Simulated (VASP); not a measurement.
Input of a VASP 6.6.1 run:

The input POSCAR:

```
WC
1.0
    0.0000000000      2.1926840000      2.1926840000
    2.1926840000      0.0000000000      2.1926840000
    2.1926840000      2.1926840000      0.0000000000
W C
1 1
Direct
    0.0000000000      0.0000000000      0.0000000000
    0.5000000000      0.5000000000      0.5000000000
```

INCAR.step1

```
SYSTEM = WC
PREC = Accurate
ENCUT = 520
ISMEAR = -1
SIGMA = 0.15
LREAL = .FALSE.
LASPH = .TRUE.
NELM = 80
NBANDS = 16
GGA = PE
ALGO = Normal
EDIFF = 1E-4
LWAVE = .TRUE.
LCHARG = .FALSE.
```

File INCAR.step2:

```
SYSTEM = WC
PREC = Accurate
ENCUT = 520
EDIFF = 1E-7
ISMEAR = -1
SIGMA = 0.15
LREAL = .FALSE.
LASPH = .TRUE.
NELM = 80
ALGO = Normal
ISIF = 2
LWAVE = .FALSE.
LCHARG = .FALSE.
METAGGA = R2SCAN
LMIXTAU = .TRUE.
NBANDS = 16
ISTART = 1
```

Contents of KPOINTS:

```
regular mesh
0
G
  12 12 12
  0 0 0
```

Potentials or basis: VASP PAW PBE potentials, release 64 (W_sv, C).

The run is started by

```bash
$ cat potpaw_PBE.64/W_sv/POTCAR potpaw_PBE.64/C/POTCAR > POTCAR
$ cp INCAR.step1 INCAR
$ mpirun -np 1 vasp_std > vasp.out
$ cp INCAR.step2 INCAR
$ mpirun -np 1 vasp_std > vasp.out
```

Problem. Estimate the pressure.

Solution. -3.3 GPa.

Problem. Estimate the band gap on the k mesh.

Solution. Zero (band 9 reaches 13.50 eV, above the bottom of band 10 at 10.18 eV).

Caveat: the PAW data sets were made with another functional, which shifts forces and pressure a little; spin-orbit coupling is left out, which moves the levels of the heavy elements.
